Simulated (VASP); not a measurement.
Write the native input for VASP 6.6.1 that does the following.

```yaml
Task: single point
Functional: r2SCAN
Potentials_or_basis: VASP PAW PBE potentials, release 64 (Cd, Se)
Cutoff: 520 eV
k_mesh: 6 × 6 × 6
Occupations: gaussian, width 0.01 eV
Spin: no spin polarisation
Dipole_correction: no
Further_INCAR_settings: ALGO = Normal; EDIFF = 1e-07; NBANDS = 16
```

CdSe:

```
Cd Se
1.0
     2.92672    2.92672    0.00000
    -2.92672    2.92672    0.00000
     0.00000    2.92672    2.92672
Cd Se
1 1
Direct
  0.00000 0.00000 0.00000
  0.75000 0.25000 0.50000
```

One way to write it, as run:

POSCAR

```
CdSe
1.0
    2.9267176144      2.9267176144      0.0000000000
   -2.9267176144      2.9267176144      0.0000000000
    0.0000000000      2.9267176144      2.9267176144
Cd Se
1 1
Direct
    0.0000000000      0.0000000000      0.0000000000
    0.7500000000      0.2500000000      0.5000000000
```

INCAR.step1

```
PREC = Accurate
ENCUT = 520
ISMEAR = 0
SIGMA = 0.01
LREAL = F
LASPH = T
NELM = 80
NBANDS = 16
GGA = PE
ALGO = Normal
EDIFF = 1E-4
LWAVE = T
LCHARG = F
```

INCAR.step2

```
PREC = Accurate
ENCUT = 520
EDIFF = 1E-7
ISMEAR = 0
SIGMA = 0.01
LREAL = F
LASPH = T
NELM = 80
ALGO = Normal
ISIF = 2
LWAVE = F
LCHARG = F
METAGGA = R2SCAN
LMIXTAU = T
NBANDS = 16
ISTART = 1
```

KPOINTS

```
Automatic mesh
0
Gamma
  6 6 6
```

Potentials or basis: VASP PAW PBE potentials, release 64 (Cd, Se).

Launch:

```console
$ cat potpaw_PBE.64/Cd/POTCAR potpaw_PBE.64/Se/POTCAR > POTCAR
$ cp INCAR.step1 INCAR
$ mpirun -np 1 vasp_std > vasp.out
$ cp INCAR.step2 INCAR
$ mpirun -np 1 vasp_std > vasp.out
```

It gave:

- Pressure: 10.4 GPa
- Band gap on the k mesh: 1.34 eV

Caveat: the cell stands under pressure; the PAW data sets were made with another functional, which shifts forces and pressure a little.

Run time: 83 s on 1 thread of Intel Xeon 8259CL, with other jobs on the host, peak memory 0.19 GiB.
